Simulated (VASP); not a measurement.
# Al (Fd-3m) in VASP: further runs, part 2 of 2

VASP 6.6.1. The steps go on from the part before.

### Step 3. Single point, LDA (volume scaled by 1.04)

Contents of INCAR:

```
SYSTEM = Al
  PREC = Accurate
  ENCUT = 520
  EDIFF = 1E-7
  ISMEAR = -1
  SIGMA = 0.1
  LREAL = .FALSE.
  LASPH = .TRUE.
  NELM = 60
  ALGO = Normal
  ISIF = 2
  LWAVE = .FALSE.
  LCHARG = .FALSE.
  NBANDS = 10
```

Contents of KPOINTS:

```
regular mesh
0
G
  10 10 10
  0 0 0
```

Contents of POSCAR:

```
Al
1.0
    0.0000000000      3.0136189231      3.0136189231
    3.0136189231      0.0000000000      3.0136189231
    3.0136189231      3.0136189231      0.0000000000
Al
2
Direct
    0.1250000000      0.1250000000      0.1250000000
    0.8750000000      0.8750000000      0.8750000000
```

Potentials or basis: VASP PAW LDA potentials, release 64 (Al).

The run is started by

```sh
$ cat potpaw_LDA.64/Al/POTCAR > POTCAR
$ mpirun -np 1 vasp_std > vasp.out
```

OUTCAR:

```text
SYSTEM = Al
   PREC = Accurate
   ENCUT = 520
   EDIFF = 1E-7
   ISMEAR = -1
   LREAL = .FALSE.
   LASPH = .TRUE.
   NELM = 60
   ISIF = 2

 ion  position               nearest neighbor table
   1  0.125  0.125  0.125-   2 2.61   2 2.61   2 2.61   2 2.61
   2  0.875  0.875  0.875-   1 2.61   1 2.61   1 2.61   1 2.61

  LATTYP: Found a face centered cubic cell.
 ALAT       =     6.0272378462

  Lattice vectors:

 A1 = (   0.0000000000,   3.0136189231,   3.0136189231)
 A2 = (   3.0136189231,   0.0000000000,   3.0136189231)
 A3 = (   3.0136189231,   3.0136189231,   0.0000000000)

Analysis of symmetry for initial positions (statically):
=====================================================================
 Subroutine PRICEL returns:
 Original cell was already a primitive cell.

 Routine SETGRP: Setting up the symmetry group for a
 face centered cubic supercell.

 Subroutine GETGRP returns: Found 48 space group operations
 (whereof 12 operations were pure point group operations)
 out of a pool of 48 trial point group operations.

The static configuration has the point symmetry D_3d.
 The point group associated with its full space group is O_h .

Analysis of symmetry for dynamics (positions and initial velocities):
=====================================================================
 Subroutine PRICEL returns:
 Original cell was already a primitive cell.

 Routine SETGRP: Setting up the symmetry group for a
 face centered cubic supercell.

 Subroutine GETGRP returns: Found 48 space group operations
 (whereof 12 operations were pure point group operations)
 out of a pool of 48 trial point group operations.

The dynamic configuration has the point symmetry D_3d.
 The point group associated with its full space group is O_h .

 Subroutine INISYM returns: Found 48 space group operations
 (whereof 12 operations are pure point group operations),
 and found     1 'primitive' translations

----------------------------------------------------------------------------------------

                                     Primitive cell

  volume of cell :      54.7388
[... 116 lines left out ...]
   AEXX    =    0.0000 exact exchange contribution
   IVDW    =     0    specifies the selected vdW correction
   LEPSILON=     F    determine dielectric tensor
   LRPA    =     F    only Hartree local field effects (RPA)
 non-spin polarized calculation
  energy-cutoff  :      520.00
  volume of cell :       54.74
 maximum number of plane-waves:      1490
   NGX = 15   NGY = 15   NGZ = 15

 number of electron       6.0000000 magnetization

 Free energy of the ion-electron system (eV)
  ---------------------------------------------------
  ext. energy  EPLUGINS =         0.00000000
  ---------------------------------------------------
  free energy    TOTEN  =        -6.78998560 eV

  energy without entropy =       -6.74071180  energy(sigma->0) =       -6.76534870

 E-fermi :   2.6744     XC(G=0):  -8.3249

 val. band max:        2.6730691235   @ k =   0.2000   0.2000   0.0000
 cond. band min:       2.7174659474   @ k =   0.2000   0.1000   0.0000
 fundamental gap:      0.0443968240
 Fermi energy:         2.6743749964

 k-point     1 :       0.0000    0.0000    0.0000
  band No.  band energies     occupation
      1      -5.2174      2.00000
      2       4.7839      0.00000
      3       4.7839      0.00000
      4       4.7839      0.00000
      5       6.6232      0.00000
      6       6.6232      0.00000
      7       6.6232      0.00000
      8       7.7654      0.00000
      9      10.3941      0.00000
     10      10.6007      0.00000
[... 287 lines left out ...]
 k-point    24 :       0.4000    0.3000    0.0000
  band No.  band energies     occupation
      1      -3.3864      2.00000
      2       0.3294      2.00000
      3       2.2175      1.97947
      4       2.6389      1.17544
      5       5.1187      0.00000
      6       6.0311      0.00000
      7      10.3810      0.00000
      8      10.3835      0.00000
      9      12.9391      0.00000
     10      13.7368      0.00000

 [... further k-points ...]

------------------------ aborting loop because EDIFF is reached ----------------------------------------

  FORCE on cell =-STRESS in cart. coord.  units (eV):
  Direction    XX          YY          ZZ          XY          YZ          ZX
  --------------------------------------------------------------------------------------
  -------------------------------------------------------------------------------------
  Total       -0.5005108     -0.5005108     -0.5005108     -0.0000000     -0.0000000     -0.0000000
  in kB      -14.6497099    -14.6497099    -14.6497099     -0.0000000     -0.0000000     -0.0000000
  external PRESSURE =     -14.6497099 kB  Pullay stress =       0.0000000 kB

 VOLUME and BASIS-vectors are now :
 -----------------------------------------------------------------------------
  energy-cutoff  :      520.00
  volume of cell :       54.74
      direct lattice vectors                 reciprocal lattice vectors
     0.000000000  3.013618923  3.013618923    -0.165913479  0.165913479  0.165913479
     3.013618923  0.000000000  3.013618923     0.165913479 -0.165913479  0.165913479
     3.013618923  3.013618923  0.000000000     0.165913479  0.165913479 -0.165913479

 POSITION                                       TOTAL-FORCE (eV/Angst)
 -----------------------------------------------------------------------------------
      0.75340      0.75340      0.75340         0.000000     -0.000000     -0.000000
      5.27383      5.27383      5.27383        -0.000000      0.000000      0.000000
 -----------------------------------------------------------------------------------
    total drift:                                0.000000      0.000000     -0.000000

  FREE ENERGIE OF THE ION-ELECTRON SYSTEM (eV)
  ---------------------------------------------------
  free  energy   TOTEN  =        -6.7899855952 eV

  energy  without entropy=       -6.7407117978  energy(sigma->0) =       -6.76534870
```

OSZICAR:

```text
N       E                     dE             d eps       ncg     rms          rms(c)
DAV:   1    -0.227328494744E+00   -0.22733E+00   -0.19178E+03   940   0.433E+02
DAV:   2    -0.663730025782E+01   -0.64100E+01   -0.61398E+01  1252   0.470E+01
DAV:   3    -0.680336757074E+01   -0.16607E+00   -0.16540E+00  1192   0.638E+00
DAV:   4    -0.680478735384E+01   -0.14198E-02   -0.14196E-02  1132   0.700E-01
DAV:   5    -0.680480954343E+01   -0.22190E-04   -0.22189E-04  1126   0.833E-02    0.162E+00
DAV:   6    -0.679594488089E+01    0.88647E-02   -0.27637E-03  1078   0.208E-01    0.977E-01
DAV:   7    -0.678995879612E+01    0.59861E-02   -0.76137E-03  1018   0.345E-01    0.117E-01
DAV:   8    -0.678999320973E+01   -0.34414E-04   -0.37312E-04  1056   0.920E-02    0.240E-02
DAV:   9    -0.678998642991E+01    0.67798E-05   -0.12479E-05  1108   0.202E-02    0.173E-02
DAV:  10    -0.678998557664E+01    0.85327E-06   -0.24102E-06  1130   0.748E-03    0.383E-03
DAV:  11    -0.678998559517E+01   -0.18526E-07   -0.96100E-08   668   0.170E-03
   1 F= -.67899856E+01 E0= -.67653487E+01  d E =-.492738E-01
```

stdout:

```text
POSCAR found type information on POSCAR Al
 POSCAR found :  1 types and       2 ions
 scaLAPACK will be used
 LDA part: xc-table for (Slater(with rela. corr.)+CA(PZ))
 , standard interpolation
 POSCAR, INCAR and KPOINTS ok, starting setup
 FFT: planning ... GRIDC
 FFT: planning ... GRID_SOFT
 FFT: planning ... GRID
 WAVECAR not read
 entering main loop
```

It took 7.5 s on 1 thread of Intel Xeon 6975P-C (Granite Rapids), shared host; peak memory 0.15 GiB.

What came out:

```yaml
Free_energy: -6.7900 eV
Pressure: -1.5 GPa
Band_gap_on_the_k_mesh: zero (band 3 reaches 4.78 eV, above the bottom of band 4 at 1.36 eV)
```

Levels at points of the mesh, in eV from the Fermi level:
```tsv
k point	band 1	band 2	band 3	band 4	band 5	band 6	band 7
(0.00, 0.00, 0.00)	-7.89	2.11	2.11	2.11	3.95	3.95	3.95
(0.50, 0.00, 0.00)	-5.87	-3.87	1.09	1.09	3.17	4.39	4.39
(0.50, 0.50, 0.00)	-4.38	-4.38	-0.39	-0.39	2.07	2.07	10.50
```
